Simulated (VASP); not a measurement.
A run of VASP 6.6.1 is set up as follows.

INCAR

```
ALGO = Normal ; EDIFF = 1E-6
ENCUT = 400 ; GGA = PE
GGA_COMPAT = False ; ISIF = 2
ISMEAR = 0 ; LASPH = True
LCHARG = True ; LELF = True
LREAL = False ; LVHAR = True
LWAVE = False ; NBANDS = 10
NELM = 120 ; PREC = Accurate
SIGMA = 0.1
```

The input KPOINTS:

```
k-points
0
Gamma
  12 12 12
```

File POSCAR:

```
Na
1.0
    0.0000000000      2.4400000000      2.4400000000
    2.4400000000      0.0000000000      2.4400000000
    2.4400000000      2.4400000000      0.0000000000
Na
1
Direct
    0.0000000000      0.0000000000      0.0000000000
```

Potentials or basis: VASP PAW PBE potentials, release 64 (Na_pv).

Command:

```sh
$ cat potpaw_PBE.64/Na_pv/POTCAR > POTCAR
$ mpirun -np 1 vasp_std > vasp.out
```

Task: What does it give for the band gap on the k mesh?

Result: Zero (an odd number of electrons rules out a gap without spin polarisation).

Task: What does it give for the pressure?

Result: 2.7 GPa.
